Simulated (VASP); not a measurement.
Runs of VASP 6.6.1 on O. The structure is that of space group Fm-3m (No. 225), or close to it. The cells are those of the table. 

```csv
task,cell,cutoff (eV),k mesh for the DOS,occupations for the DOS,gap on the mesh (eV),pressure (GPa)
single point,"a = 1.829 Å, angles 60.0°, 1 atom",520,-,-,none,(a)
single point,"a = 2.168 Å, angles 60.0°, 1 atom",520,-,-,none,0.0
single point,"a = 1.925 Å, angles 60.0°, 1 atom",520,-,-,none,155.7
single point,"a = 2.013 Å, angles 60.0°, 1 atom",520,-,-,none,73.0
relaxation of cell and atoms,"relaxed from a = 2.496 Å, angles 60.0°, 1 atom",600,-,-,none,0.0
single point,"a = 2.093 Å, angles 60.0°, 1 atom",520,-,-,none,26.6
```

Alike in all rows: level LDA; potentials or basis VASP PAW LDA potentials, release 64 (O); no spin polarisation; k mesh 18 × 18 × 18; smearing fermi-dirac 0.08 eV.

**Question.** Estimate the missing entries.

**Answer.** (a) 307.8.

A gap of «none» marks levels without a gap at the run's occupations.
